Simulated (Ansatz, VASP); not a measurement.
**Two plane-wave programs on InP**

```
In P
1.0
     0.00000    2.93050    2.93050
     2.93050    0.00000    2.93050
     2.93050    2.93050    0.00000
In P
1 1
Direct
  0.00000 0.00000 0.00000
  0.75000 0.75000 0.75000
```

Alike in both runs: task single point; functional B3LYP; k mesh 4 × 4 × 4; occupations fermi-dirac, width 0.05 eV; no spin polarisation.

```csv
,VASP,Ansatz
version,VASP 6.6.1,Ansatz 0.2.0
potentials or method,"VASP PAW PBE potentials, release 64 (In_d, P)",Ansatz PAW
plane-wave cutoff (eV),520,420
valence electrons in the cell,18,18
```

```tsv
	VASP	Ansatz	Ansatz less VASP
gap on the k mesh at the Fermi level (eV)	1.85	1.78	-0.071
least direct gap on the mesh (eV)	1.85	1.78	-0.071
pressure (GPa)	4.5	4.6	+0.08
```

VASP's potentials were made for PBE, not for B3LYP.

The k mesh is coarse, so the values compare programs but aren't converged.
